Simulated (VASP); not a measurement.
MgF2, 6 atoms in the cell. The structure is tetragonal, space group P4_2/mnm (No. 136). Conventional cell: a = 4.576 Å, b = 4.576 Å, c = 3.066 Å, α = 90.00°, β = 90.00°, γ = 90.00°. Within 2.6 Å of Mg (site symmetry mmm) lie 6 F at 1.96 to 1.99 Å. F (site symmetry m2m) has 3 Mg at 1.96 to 1.99 Å and 1 F at 2.55 Å within 2.6 Å.  This cell differs from its parent crystal: epitaxial xy strain -1.0%.

```yaml
Program: VASP 6.6.1
Task: single point
Functional: r2SCAN
Potentials_or_basis: VASP PAW PBE potentials, release 64 (Mg, F)
Cutoff: 660 eV
k_mesh: 6 × 6 × 8
Occupations: gaussian, width 0.01 eV
Spin: no spin polarisation
Dipole_correction: no
Further_INCAR_settings: ALGO = Normal; EDIFF = 1e-06; NBANDS = 25
```

Potentials or basis: VASP PAW PBE potentials, release 64 (Mg, F).

Run with:

```sh
$ cat potpaw_PBE.64/Mg/POTCAR potpaw_PBE.64/F/POTCAR > POTCAR
$ cp INCAR.step1 INCAR
$ mpirun -np 1 vasp_std > vasp.out
$ cp INCAR.step2 INCAR
$ mpirun -np 1 vasp_std > vasp.out
```

Hardware: 1 thread of Oxide Virtual Turin-like Processor (shared host).

**Question.** How long does it take, and how much memory?

**Answer.** Run time: 6.8 min on 1 thread of Oxide Virtual Turin-like Processor (shared host), peak memory 0.23 GiB. Counts: k points 50.
